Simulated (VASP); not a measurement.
A run of VASP 6.6.1:

Contents of INCAR:

```
SYSTEM = SnTe
PREC = Accurate
ENCUT = 520
EDIFF = 1E-6
ISMEAR = 0
SIGMA = 0.1
LREAL = .FALSE.
LASPH = .TRUE.
NELM = 60
ALGO = Normal
ISIF = 2
LWAVE = .FALSE.
LCHARG = .FALSE.
GGA = PE
NBANDS = 17
```

KPOINTS

```
regular mesh
0
G
  16 16 16
  0 0 0
```

The input POSCAR:

```
SnTe
1.0
    0.0000000000      3.2049032110      3.2049032110
    3.2049032110      0.0000000000      3.2049032110
    3.2049032110      3.2049032110      0.0000000000
Sn Te
1 1
Direct
    0.0000000000      0.0000000000      0.0000000000
    0.5000000000      0.5000000000      0.5000000000
```

Potentials or basis: VASP PAW PBE potentials, release 64 (Sn_d, Te).

Launch:

```bash
$ cat potpaw_PBE.64/Sn_d/POTCAR potpaw_PBE.64/Te/POTCAR > POTCAR
$ mpirun -np 1 vasp_std > vasp.out
```

Hardware: 1 thread of Intel(R) Xeon(R) 6975P-C (Granite Rapids), on a shared host.

Problem. Estimate the wall time of this run.

Solution. It took 53 s on 1 thread of Intel(R) Xeon(R) 6975P-C (Granite Rapids), with other jobs on the host, peak memory 0.32 GiB. Counts: scf iterations 12, k points 145.
